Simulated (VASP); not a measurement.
A run of VASP 6.6.1 is set up as follows.

Contents of INCAR:

```
  PREC = Accurate
  ENCUT = 520
  EDIFF = 1E-6
  ISMEAR = 0
  SIGMA = 0.1
  LREAL = False
  LASPH = True
  NELM = 100
  ALGO = Fast
  ISIF = 2
  LWAVE = False
  LCHARG = False
  GGA = PE
  NBANDS = 19
```

File KPOINTS:

```
regular mesh
0
Gamma
  18 18 10
```

File POSCAR:

```
Zn
1.0
    2.8902125850      0.0000000000      0.0000000000
   -1.4451062924      2.5029975209      0.0000000000
    0.0000000000      0.0000000000      4.6204940381
Zn
2
Direct
    0.3333333333      0.6666666667      0.2500000000
    0.6666666667      0.3333333333      0.7500000000
```

Potentials or basis: VASP PAW PBE potentials, release 64 (Zn).

The run is started by

```console
$ cat potpaw_PBE.64/Zn/POTCAR > POTCAR
$ mpirun -np 1 vasp_std > vasp.out
```

Q: Estimate the pressure.

A: -5.7 GPa.

Q: Predict the band gap on the k mesh.

A: Zero (band 12 reaches 4.10 eV, above the bottom of band 13 at 1.17 eV).

Stress tensor (GPa, compression positive):
```
-5.73  0.00  0.00
 0.00 -5.73  0.00
 0.00  0.00 -5.59
```

Caveat: the cell differs from its parent crystal (Mg replaced by Zn, lengths x 0.919, strained).
